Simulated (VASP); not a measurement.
# LiY3 (Fm-3m) in VASP: further runs, part 2 of 3

VASP 6.6.1. Earlier steps stand in the parts before.

### 4 Single point, r2SCAN

This run uses another cell than the first one, of 29.95 Å³/atom, 1.063 times its volume.

POSCAR reads:

```
LiY3
1.0
    0.0000000000      3.9128084141      3.9128084141
    3.9128084141      0.0000000000      3.9128084141
    3.9128084141      3.9128084141      0.0000000000
Li Y
1 3
Direct
    0.0000000000      0.0000000000      0.0000000000
    0.2500000000      0.2500000000      0.2500000000
    0.7500000000      0.7500000000      0.7500000000
    0.5000000000      0.5000000000      0.5000000000
```

INCAR.step1 reads:

```
PREC     = Accurate       # precision mode
ENCUT    = 520            # plane-wave cutoff, eV
ISMEAR   = -1             # smearing method
SIGMA    = 0.1            # smearing width, eV
LREAL    = F              # projectors in reciprocal space
LASPH    = T              # aspherical terms in the spheres
NELM     = 60             # most SCF steps
NBANDS   = 26             # bands
GGA      = PE             # functional
ALGO     = Normal         # electronic algorithm
EDIFF    = 1E-4           # SCF threshold, eV
LWAVE    = T              # write WAVECAR
LCHARG   = F              # write CHGCAR
```

INCAR.step2 reads:

```
PREC     = Accurate       # precision mode
ENCUT    = 520            # plane-wave cutoff, eV
EDIFF    = 1E-7           # SCF threshold, eV
ISMEAR   = -1             # smearing method
SIGMA    = 0.1            # smearing width, eV
LREAL    = F              # projectors in reciprocal space
LASPH    = T              # aspherical terms in the spheres
NELM     = 60             # most SCF steps
ALGO     = Normal         # electronic algorithm
ISIF     = 2              # what is computed and relaxed
LWAVE    = F              # write WAVECAR
LCHARG   = F              # write CHGCAR
METAGGA  = R2SCAN         # meta-GGA
LMIXTAU  = T            
NBANDS   = 26             # bands
ISTART   = 1
```

KPOINTS reads:

```
Automatic mesh
0
Gamma
  5 5 5
```

Potentials or basis: VASP PAW PBE potentials, release 64 (Li_sv, Y_sv).

Run with:

```sh
> cat potpaw_PBE.64/Li_sv/POTCAR potpaw_PBE.64/Y_sv/POTCAR > POTCAR
> cp INCAR.step1 INCAR
> mpirun -np 1 vasp_std > vasp.out
> cp INCAR.step2 INCAR
> mpirun -np 1 vasp_std > vasp.out
```

OUTCAR:

```text
PREC = Accurate
   ENCUT = 520
   EDIFF = 1E-7
   ISMEAR = -1
   LREAL = F
   LASPH = T
   NELM = 60
   ISIF = 2
   METAGGA = R2SCAN
   ISTART = 1

 ion  position               nearest neighbor table
   1  0.000  0.000  0.000-   3 3.39   3 3.39   3 3.39   2 3.39   2 3.39   2 3.39   3 3.39   2 3.39

   2  0.250  0.250  0.250-   1 3.39   1 3.39   1 3.39   4 3.39   4 3.39   4 3.39   4 3.39   1 3.39
                             3 3.91   3 3.91   3 3.91   3 3.91   3 3.91   3 3.91
   3  0.750  0.750  0.750-   4 3.39   4 3.39   4 3.39   1 3.39   1 3.39   1 3.39   4 3.39   1 3.39
                             2 3.91   2 3.91   2 3.91   2 3.91   2 3.91   2 3.91
   4  0.500  0.500  0.500-   2 3.39   2 3.39   2 3.39   3 3.39   3 3.39   3 3.39   3 3.39   2 3.39

  LATTYP: Found a face centered cubic cell.
 ALAT       =     7.8256168282

  Lattice vectors:

 A1 = (   0.0000000000,   3.9128084141,   3.9128084141)
 A2 = (   3.9128084141,   0.0000000000,   3.9128084141)
 A3 = (   3.9128084141,   3.9128084141,   0.0000000000)

Analysis of symmetry for initial positions (statically):
=====================================================================
 Subroutine PRICEL returns:
 Original cell was already a primitive cell.

 Routine SETGRP: Setting up the symmetry group for a
 face centered cubic supercell.

 Subroutine GETGRP returns: Found 48 space group operations
 (whereof 48 operations were pure point group operations)
 out of a pool of 48 trial point group operations.

The static configuration has the point symmetry O_h .

Analysis of symmetry for dynamics (positions and initial velocities):
=====================================================================
 Subroutine PRICEL returns:
 Original cell was already a primitive cell.

 Routine SETGRP: Setting up the symmetry group for a
 face centered cubic supercell.

 Subroutine GETGRP returns: Found 48 space group operations
 (whereof 48 operations were pure point group operations)
 out of a pool of 48 trial point group operations.

The dynamic configuration has the point symmetry O_h .

 Subroutine INISYM returns: Found 48 space group operations
 (whereof 48 operations are pure point group operations),
 and found     1 'primitive' translations

----------------------------------------------------------------------------------------

                                     Primitive cell

  volume of cell :     119.8107

  direct lattice vectors                    reciprocal lattice vectors
     0.000000000  3.912808414  3.912808414    -0.127785454  0.127785454  0.127785454
     3.912808414  0.000000000  3.912808414     0.127785454 -0.127785454  0.127785454
     3.912808414  3.912808414  0.000000000     0.127785454  0.127785454 -0.127785454

  length of vectors
     5.533546726  5.533546726  5.533546726     0.221330899  0.221330899  0.221330899

  position of ions in fractional coordinates (direct lattice)
     0.000000000  0.000000000  0.000000000
     0.250000000  0.250000000  0.250000000
     0.750000000  0.750000000  0.750000000
     0.500000000  0.500000000  0.500000000

  ion indices of the primitive-cell ions
   primitive index   ion index
                 1           1
                 2           2
                 3           3
                 4           4

[... 26 lines left out ...]
 Following reciprocal coordinates:
            Coordinates               Weight
  0.000000  0.000000  0.000000      1.000000
  0.200000  0.000000  0.000000      8.000000
  0.400000  0.000000  0.000000      8.000000
  0.200000  0.200000  0.000000      6.000000
  0.400000  0.200000  0.000000     24.000000
 -0.400000  0.200000  0.000000     24.000000
 -0.200000  0.200000  0.000000     12.000000
  0.400000  0.400000  0.000000      6.000000
 -0.400000  0.400000  0.000000     12.000000
 -0.400000  0.400000  0.200000     24.000000
   k-points           NKPTS =     10   k-points in BZ     NKDIM =     10   number of bands    NBANDS=     26
   number of dos      NEDOS =    301   number of ions     NIONS =      4
   total plane-waves  NPLWV =  74088
   dimension x,y,z NGX =    42 NGY =   42 NGZ =   42
   dimension x,y,z NGXF=    84 NGYF=   84 NGZF=   84
   ions per type =               1   3
   NGX,Y,Z   is equivalent  to a cutoff of  12.62, 12.62, 12.62 a.u.
   NGXF,Y,Z  is equivalent  to a cutoff of  25.24, 25.24, 25.24 a.u.
 SYSTEM =  unknown system
   PREC   = accura    normal or accurate (medium, high low for compatibility)
   ISTART =      1    job   : 0-new  1-cont  2-samecut
   ICHARG =      0    charge: 1-file 2-atom 10-const
   ISPIN  =      1    spin polarized calculation?
   LNONCOLLINEAR =      F non collinear calculations
   LSORBIT =      F    spin-orbit coupling
   LASPH  =      T    aspherical Exc in radial PAW
   ENCUT  =  520.0 eV  38.22 Ry    6.18 a.u.  10.29 10.29 10.29*2*pi/ulx,y,z
   NELM   =     60;   NELMIN=  2; NELMDL=  0     # of ELM steps
   EDIFF  = 0.1E-06   stopping-criterion for ELM
   LREAL  =      F    real-space projection
   EDIFFG = 0.1E-05   stopping-criterion for IOM
   NSW    =      0    number of steps for IOM
   IBRION =     -1    ionic relax: 0-MD 1-quasi-New 2-CG
   NFREE  =      0    steps in history (QN), initial steepest desc. (CG)
   ISIF   =      2    stress and relaxation
   ISYM   =      2    0-nonsym 1-usesym 2-fastsym
   POTIM  = 0.5000    time-step for ionic-motion
   TEBEG  =    0.0;   TEEND  =   0.0 temperature during run
   PSTRESS=    0.0 pullay stress
   NELECT =      36.0000    total number of electrons
   NUPDOWN=      -1.0000    fix difference up-down
   EMIN   =  10.00;   EMAX   =-10.00  energy-range for DOS
   EFERMI =   0.00;   METHOD = LEGACY
   ISMEAR =    -1;   SIGMA  =   0.10  broadening in eV -4-tet -1-fermi 0-gaus
   EFERMI_NEDOS =   21; number of points for ismear=-14 and -15
   IALGO  =     38    algorithm
   IMIX   =      4    mixing-type and parameters
     AMIX     =   0.40;   BMIX     =  1.00
     AMIX_MAG =   1.60;   BMIX_MAG =  1.00
  volume/ion in A,a.u.               =      29.95       202.13
  Fermi-wavevector in a.u.,A,eV,Ry     =   1.096504  2.072093 16.358585  1.202322
  Thomas-Fermi vector in A             =   2.232848
   LORBIT       =      0    0 simple, 1 ext, 2 COOP (PROOUT), +10 PAW based schemes
   METAGGA = R2SCAN    functional components
   LHFCALC =     F    Hartree Fock is set to
   AEXX    =    0.0000 exact exchange contribution
   IVDW    =     0    specifies the selected vdW correction
   LEPSILON=     F    determine dielectric tensor
   LRPA    =     F    only Hartree local field effects (RPA)
 non-spin polarized calculation
  energy-cutoff  :      520.00
  volume of cell :      119.81
 maximum number of plane-waves:      3263
 NGX is ok and might be reduce to    42
   NGX = 21   NGY = 21   NGZ = 21

 number of electron      36.0000009 magnetization

 Free energy of the ion-electron system (eV)
  ---------------------------------------------------
  ext. energy  EPLUGINS =         0.00000000
  ---------------------------------------------------
  free energy    TOTEN  =       -62.44914563 eV

  energy without entropy =      -62.31258837  energy(sigma->0) =      -62.38086700

 E-fermi :   2.6433     XC(G=0):  -9.6145

 val. band max:        2.5465576874   @ k =   0.2000   0.0000   0.0000
 cond. band min:       2.7153130486   @ k =   0.4000   0.0000   0.0000
 fundamental gap:      0.1687553613
 Fermi energy:         2.6432920585

 k-point     1 :       0.0000    0.0000    0.0000
  band No.  band energies     occupation
      1     -44.5330      2.00000
      2     -41.9052      2.00000
      3     -41.8560      2.00000
      4     -41.7268      2.00000
      5     -21.3116      2.00000
      6     -21.3116      2.00000
[... 279 lines left out ...]
     25       5.4513      0.00000
     26       5.8148      0.00000

------------------------ aborting loop because EDIFF is reached ----------------------------------------

  FORCE on cell =-STRESS in cart. coord.  units (eV):
  Direction    XX          YY          ZZ          XY          YZ          ZX
  --------------------------------------------------------------------------------------
  -------------------------------------------------------------------------------------
  Total        0.0849081      0.0849081      0.0849081      0.0000000     -0.0000000      0.0000000
  in kB        1.1354398      1.1354398      1.1354398      0.0000000     -0.0000000      0.0000000
  external PRESSURE =       1.1354398 kB  Pullay stress =       0.0000000 kB

 VOLUME and BASIS-vectors are now :
 -----------------------------------------------------------------------------
  energy-cutoff  :      520.00
  volume of cell :      119.81
      direct lattice vectors                 reciprocal lattice vectors
     0.000000000  3.912808414  3.912808414    -0.127785454  0.127785454  0.127785454
     3.912808414  0.000000000  3.912808414     0.127785454 -0.127785454  0.127785454
     3.912808414  3.912808414  0.000000000     0.127785454  0.127785454 -0.127785454

 POSITION                                       TOTAL-FORCE (eV/Angst)
 -----------------------------------------------------------------------------------
      0.00000      0.00000      0.00000        -0.000000     -0.000000     -0.000000
      1.95640      1.95640      1.95640        -0.000000     -0.000000     -0.000000
      5.86921      5.86921      5.86921         0.000000      0.000000      0.000000
      3.91281      3.91281      3.91281        -0.000000     -0.000000     -0.000000
 -----------------------------------------------------------------------------------
    total drift:                               -0.000000     -0.000000      0.000000

  FREE ENERGIE OF THE ION-ELECTRON SYSTEM (eV)
  ---------------------------------------------------
  free  energy   TOTEN  =       -62.4491456266 eV

  energy  without entropy=      -62.3125883715  energy(sigma->0) =      -62.38086700
```

Run time: 4.5 min. Hardware: 1 thread of AMD EPYC 7R43 (Zen 3), shared host; peak memory 0.26 GiB.

What came out:

* Free energy: -62.4491 eV
* Band gap on the k mesh: zero (band 18 reaches 2.81 eV, above the bottom of band 19 at 2.23 eV)

Caveat: the cutoff is under 1.25 times the usual one of these potentials, so pressure, stress and relaxed cells hold a basis-set (Pulay) error; the PAW data sets were made with another functional, which shifts forces and pressure a little.

(Continued in part 3 of 3.)
